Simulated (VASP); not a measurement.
# BPd4 (I-43m) in VASP: single point with PBE

Aim: the single point of BPd4 with PBE.

All numbers are computed with VASP 6.6.1; they aren't measurements. Logs are shortened: lines on timing, memory, paths and dates and some standing lists are left out, and cuts for length are marked.

**1. The cell of the first run**

The structure is cubic, space group I-43m (No. 217). The conventional cell has a = 5.376 Å, b = 5.376 Å, c = 5.376 Å, α = 90.00°, β = 90.00°, γ = 90.00°. B (site symmetry -43m) has 8 Pd at 2.01 to 2.65 Å within 2.7 Å. Pd (site symmetry 3m) has 2 B at 2.01 to 2.65 Å and 6 Pd at 2.74 Å within 2.8 Å.

The cell was generated, and may not be a known phase.

**2. Single point, PBE**

Input file INCAR:

```
SYSTEM = BPd4
PREC     = Accurate       ! precision mode
ENCUT    = 1230           ! plane-wave cutoff, eV
EDIFF    = 1E-6           ! SCF threshold, eV
ISMEAR   = 0              ! smearing method
SIGMA    = 0.1            ! smearing width, eV
LREAL    = .False.        ! projectors in reciprocal space
LASPH    = .True.         ! aspherical terms in the spheres
NELM     = 120            ! most SCF steps
ALGO     = Normal         ! electronic algorithm
ISIF     = 2              ! what is computed and relaxed
LWAVE    = .False.        ! write WAVECAR
LCHARG   = .False.        ! write CHGCAR
GGA      = PE             ! functional
NBANDS   = 46             ! bands
GGA_COMPAT= .False.
```

Input file KPOINTS:

```
regular mesh
0
Gamma
  4 4 4
  0 0 0
```

Input file POSCAR:

```
BPd4
1.0
   -2.6880927074      2.6880927074      2.6880927074
    2.6880927074     -2.6880927074      2.6880927074
    2.6880927074      2.6880927074     -2.6880927074
B Pd
1 4
Direct
    0.0000000000      0.0000000000      0.0000000000
    0.4317432596      0.4317432596      0.4317432596
    0.5682567404      0.0000000000      0.0000000000
    0.0000000000      0.0000000000      0.5682567404
    0.0000000000      0.5682567404      0.0000000000
```

Potentials or basis: VASP PAW PBE potentials, release 64 (B_h, Pd_sv_GW).

On the command line:

```console
cat potpaw_PBE.64/B_h/POTCAR potpaw_PBE.64/Pd_sv_GW/POTCAR > POTCAR
mpirun -np 1 vasp_std > vasp.out
```

OUTCAR:

```text
SYSTEM = BPd4
   PREC = Accurate
   ENCUT = 1230
   EDIFF = 1E-6
   ISMEAR = 0
   LREAL = .False.
   LASPH = .True.
   NELM = 120
   ISIF = 2
   GGA = PE

 ion  position               nearest neighbor table
   1  0.000  0.000  0.000-   2 2.01   3 2.01   4 2.01   5 2.01
   2  0.432  0.432  0.432-   1 2.01
   3  0.568  0.000  0.000-   1 2.01
   4  0.000  0.000  0.568-   1 2.01
   5  0.000  0.568  0.000-   1 2.01

  LATTYP: Found a body centered cubic cell.
 ALAT       =     5.3761854148

  Lattice vectors:

 A1 = (  -2.6880927074,   2.6880927074,   2.6880927074)
 A2 = (   2.6880927074,  -2.6880927074,   2.6880927074)
 A3 = (   2.6880927074,   2.6880927074,  -2.6880927074)

Analysis of symmetry for initial positions (statically):
=====================================================================
 Subroutine PRICEL returns:
 Original cell was already a primitive cell.

 Routine SETGRP: Setting up the symmetry group for a
 body centered cubic supercell.

 Subroutine GETGRP returns: Found 24 space group operations
 (whereof 24 operations were pure point group operations)
 out of a pool of 48 trial point group operations.

The static configuration has the point symmetry T_d .

Analysis of symmetry for dynamics (positions and initial velocities):
=====================================================================
 Subroutine PRICEL returns:
 Original cell was already a primitive cell.

 Routine SETGRP: Setting up the symmetry group for a
 body centered cubic supercell.

 Subroutine GETGRP returns: Found 24 space group operations
 (whereof 24 operations were pure point group operations)
 out of a pool of 48 trial point group operations.

The dynamic configuration has the point symmetry T_d .

 Subroutine INISYM returns: Found 24 space group operations
 (whereof 24 operations are pure point group operations),
 and found     1 'primitive' translations

----------------------------------------------------------------------------------------

                                     Primitive cell

  volume of cell :      77.6949

  direct lattice vectors                    reciprocal lattice vectors
    -2.688092707  2.688092707  2.688092707     0.000000000  0.186005490  0.186005490
     2.688092707 -2.688092707  2.688092707     0.186005490  0.000000000  0.186005490
     2.688092707  2.688092707 -2.688092707     0.186005490  0.186005490  0.000000000

  length of vectors
     4.655913145  4.655913145  4.655913145     0.263051486  0.263051486  0.263051486

  position of ions in fractional coordinates (direct lattice)
     0.000000000  0.000000000  0.000000000
     0.431743260  0.431743260  0.431743260
     0.568256740  0.000000000  0.000000000
     0.000000000  0.000000000  0.568256740
     0.000000000  0.568256740  0.000000000

  ion indices of the primitive-cell ions
   primitive index   ion index
                 1           1
                 2           2
                 3           3
                 4           4
                 5           5

----------------------------------------------------------------------------------------

 KPOINTS: regular mesh

Automatic generation of k-mesh.
 Grid dimensions read from file:
 generate k-points for:    4    4    4

 Generating k-lattice:

  Cartesian coordinates                     Fractional coordinates (reciprocal lattice)
     0.000000000  0.046501372  0.046501372     0.250000000  0.000000000  0.000000000
     0.046501372  0.000000000  0.046501372     0.000000000  0.250000000  0.000000000
     0.046501372  0.046501372  0.000000000     0.000000000  0.000000000  0.250000000

  Length of vectors
     0.065762871  0.065762871  0.065762871

  Shift w.r.t. Gamma in fractional coordinates (k-lattice)
     0.000000000  0.000000000  0.000000000

 Subroutine IBZKPT returns following result:
 ===========================================

 Found      8 irreducible k-points:

 Following reciprocal coordinates:
            Coordinates               Weight
  0.000000  0.000000  0.000000      1.000000
  0.250000  0.000000  0.000000     12.000000
  0.500000  0.000000  0.000000      6.000000
  0.250000  0.250000  0.000000     24.000000
  0.250000  0.250000  0.250000      2.000000
 -0.250000  0.250000  0.250000      6.000000
  0.500000  0.500000  0.250000     12.000000
  0.500000  0.500000  0.500000      1.000000
   k-points           NKPTS =      8   k-points in BZ     NKDIM =      8   number of bands    NBANDS=     46
   number of dos      NEDOS =    301   number of ions     NIONS =      5
   total plane-waves  NPLWV = 157464
   dimension x,y,z NGX =    54 NGY =   54 NGZ =   54
   dimension x,y,z NGXF=   108 NGYF=  108 NGZF=  108
   ions per type =               1   4
   NGX,Y,Z   is equivalent  to a cutoff of  19.28, 19.28, 19.28 a.u.
   NGXF,Y,Z  is equivalent  to a cutoff of  38.56, 38.56, 38.56 a.u.
 SYSTEM =  BPd4
   PREC   = accura    normal or accurate (medium, high low for compatibility)
   ISTART =      0    job   : 0-new  1-cont  2-samecut
   ICHARG =      2    charge: 1-file 2-atom 10-const
   ISPIN  =      1    spin polarized calculation?
   LNONCOLLINEAR =      F non collinear calculations
   LSORBIT =      F    spin-orbit coupling
   LASPH  =      T    aspherical Exc in radial PAW
   ENCUT  = 1230.0 eV  90.40 Ry    9.51 a.u.  13.31 13.31 13.31*2*pi/ulx,y,z
   NELM   =    120;   NELMIN=  2; NELMDL= -5     # of ELM steps
   EDIFF  = 0.1E-05   stopping-criterion for ELM
   LREAL  =      F    real-space projection
   EDIFFG = 0.1E-04   stopping-criterion for IOM
   NSW    =      0    number of steps for IOM
   IBRION =     -1    ionic relax: 0-MD 1-quasi-New 2-CG
   NFREE  =      0    steps in history (QN), initial steepest desc. (CG)
   ISIF   =      2    stress and relaxation
   ISYM   =      2    0-nonsym 1-usesym 2-fastsym
   POTIM  = 0.5000    time-step for ionic-motion
   TEBEG  =    0.0;   TEEND  =   0.0 temperature during run
   PSTRESS=    0.0 pullay stress
   NELECT =      75.0000    total number of electrons
   NUPDOWN=      -1.0000    fix difference up-down
   EMIN   =  10.00;   EMAX   =-10.00  energy-range for DOS
   EFERMI =   0.00;   METHOD = LEGACY
   ISMEAR =     0;   SIGMA  =   0.10  broadening in eV -4-tet -1-fermi 0-gaus
   EFERMI_NEDOS =   21; number of points for ismear=-14 and -15
   IALGO  =     38    algorithm
   IMIX   =      4    mixing-type and parameters
     AMIX     =   0.40;   BMIX     =  1.00
     AMIX_MAG =   1.60;   BMIX_MAG =  1.00
  volume/ion in A,a.u.               =      15.54       104.86
  Fermi-wavevector in a.u.,A,eV,Ry     =   1.617947  3.057477 35.616694  2.617753
  Thomas-Fermi vector in A             =   2.712290
   LORBIT       =      0    0 simple, 1 ext, 2 COOP (PROOUT), +10 PAW based schemes
   GGA     = PE    functional components
   LHFCALC =     F    Hartree Fock is set to
   AEXX    =    0.0000 exact exchange contribution
   IVDW    =     0    specifies the selected vdW correction
   LEPSILON=     F    determine dielectric tensor
   LRPA    =     F    only Hartree local field effects (RPA)
 non-spin polarized calculation
 Gauss-broadening in eV      SIGMA  =   0.10
  energy-cutoff  :     1230.00
  volume of cell :       77.69
 maximum number of plane-waves:      7707
 NGX is ok and might be reduce to    54
   NGX = 27   NGY = 27   NGZ = 27

 number of electron      75.0000002 magnetization

 Free energy of the ion-electron system (eV)
  ---------------------------------------------------
  ext. energy  EPLUGINS =         0.00000000
  ---------------------------------------------------
  free energy    TOTEN  =       -21.35626381 eV

  energy without entropy =      -21.33165893  energy(sigma->0) =      -21.34396137

 E-fermi :   6.3261     XC(G=0): -12.1943

 val. band max:        6.3193647565   @ k =   0.2500   0.2500   0.2500
 cond. band min:       6.4328529631   @ k =  -0.2500   0.2500   0.2500
 fundamental gap:      0.1134882066
 Fermi energy:         6.3261294756

 k-point     1 :       0.0000    0.0000    0.0000
  band No.  band energies     occupation
      1     -77.6291      2.00000
      2     -77.5884      2.00000
      3     -77.5884      2.00000
      4     -77.5884      2.00000
      5     -43.6801      2.00000
      6     -43.6801      2.00000
[... 38 lines left out ...]
     45      15.3908      0.00000
     46      15.3908      0.00000

 k-point     2 :       0.2500    0.0000    0.0000
  band No.  band energies     occupation
      1     -77.6230      2.00000
      2     -77.5941      2.00000
      3     -77.5887      2.00000
      4     -77.5884      2.00000
      5     -43.6800      2.00000
      6     -43.6751      2.00000
[... 38 lines left out ...]
     45      15.6955      0.00000
     46      16.1954      0.00000

 k-point     3 :       0.5000    0.0000    0.0000
  band No.  band energies     occupation
      1     -77.6087      2.00000
      2     -77.6080      2.00000
      3     -77.5891      2.00000
      4     -77.5885      2.00000
      5     -43.6800      2.00000
      6     -43.6700      2.00000
[... 38 lines left out ...]
     45      15.4593      0.00000
     46      15.9490      0.00000

 k-point     4 :       0.2500    0.2500    0.0000
  band No.  band energies     occupation
      1     -77.6126      2.00000
      2     -77.5985      2.00000
      3     -77.5982      2.00000
      4     -77.5850      2.00000
      5     -43.6931      2.00000
      6     -43.6330      2.00000
[... 38 lines left out ...]
     45      15.1529      0.00000
     46      16.1595      0.00000

 k-point     5 :       0.2500    0.2500    0.2500
  band No.  band energies     occupation
      1     -77.5996      2.00000
      2     -77.5982      2.00000
      3     -77.5982      2.00000
      4     -77.5982      2.00000
      5     -43.6418      2.00000
      6     -43.6219      2.00000
[... 38 lines left out ...]
     45      17.2654      0.00000
     46      17.2660      0.00000

 k-point     6 :      -0.2500    0.2500    0.2500
  band No.  band energies     occupation
      1     -77.6185      2.00000
      2     -77.5981      2.00000
      3     -77.5981      2.00000
      4     -77.5795      2.00000
      5     -43.7215      2.00000
      6     -43.6342      2.00000
[... 38 lines left out ...]
     45      14.5669      0.00000
     46      15.8459      0.00000

 k-point     7 :       0.5000    0.5000    0.2500
  band No.  band energies     occupation
      1     -77.6083      2.00000
      2     -77.6079      2.00000
      3     -77.6022      2.00000
      4     -77.5758      2.00000
      5     -43.7392      2.00000
      6     -43.6172      2.00000
[... 38 lines left out ...]
     45      15.4674      0.00000
     46      16.6259      0.00000

 k-point     8 :       0.5000    0.5000    0.5000
  band No.  band energies     occupation
      1     -77.6079      2.00000
      2     -77.6079      2.00000
      3     -77.6079      2.00000
      4     -77.5706      2.00000
      5     -43.7671      2.00000
      6     -43.5957      2.00000
[... 38 lines left out ...]
     45      15.4977      0.00000
     46      16.2329      0.00000

------------------------ aborting loop because EDIFF is reached ----------------------------------------

  FORCE on cell =-STRESS in cart. coord.  units (eV):
  Direction    XX          YY          ZZ          XY          YZ          ZX
  --------------------------------------------------------------------------------------
  -------------------------------------------------------------------------------------
  Total        0.0481247      0.0481247      0.0481247      0.0000000      0.0000000     -0.0000000
  in kB        0.9923986      0.9923986      0.9923986      0.0000000      0.0000000     -0.0000000
  external PRESSURE =       0.9923986 kB  Pullay stress =       0.0000000 kB

 VOLUME and BASIS-vectors are now :
 -----------------------------------------------------------------------------
  energy-cutoff  :     1230.00
  volume of cell :       77.69
      direct lattice vectors                 reciprocal lattice vectors
    -2.688092707  2.688092707  2.688092707     0.000000000  0.186005490  0.186005490
     2.688092707 -2.688092707  2.688092707     0.186005490  0.000000000  0.186005490
     2.688092707  2.688092707 -2.688092707     0.186005490  0.186005490  0.000000000

 POSITION                                       TOTAL-FORCE (eV/Angst)
 -----------------------------------------------------------------------------------
      0.00000      0.00000      0.00000        -0.000000      0.000000      0.000000
      1.16057      1.16057      1.16057         0.020630      0.020630      0.020630
     -1.52753      1.52753      1.52753         0.020630     -0.020630     -0.020630
      1.52753      1.52753     -1.52753        -0.020630     -0.020630      0.020630
      1.52753     -1.52753      1.52753        -0.020630      0.020630     -0.020630
 -----------------------------------------------------------------------------------
    total drift:                                0.000000      0.000000      0.000001

  FREE ENERGIE OF THE ION-ELECTRON SYSTEM (eV)
  ---------------------------------------------------
  free  energy   TOTEN  =       -21.3562638145 eV

  energy  without entropy=      -21.3316589273  energy(sigma->0) =      -21.34396137
```

Wall time 79 s (1 thread of AMD EPYC 9R45 (Zen 5), shared host); peak memory 0.42 GiB.

Results:

```yaml
Free_energy: -21.3563 eV
Pressure: 0.1 GPa
Largest_force: 0.036 eV/Å
Band_gap_on_the_k_mesh: zero (an odd number of electrons rules out a gap without spin polarisation)
```

Forces on the atoms (eV/Å):
```
B    0.000  0.000  0.000
Pd   0.021  0.021  0.021
Pd   0.021 -0.021 -0.021
Pd  -0.021 -0.021  0.021
Pd  -0.021  0.021 -0.021
```

Caveat: the k points lie up to 0.41 Å⁻¹ apart, too coarse for converged energies and pressures of a metal.

The gap in the log of VASP goes by the Fermi energy; the results here count the filled bands.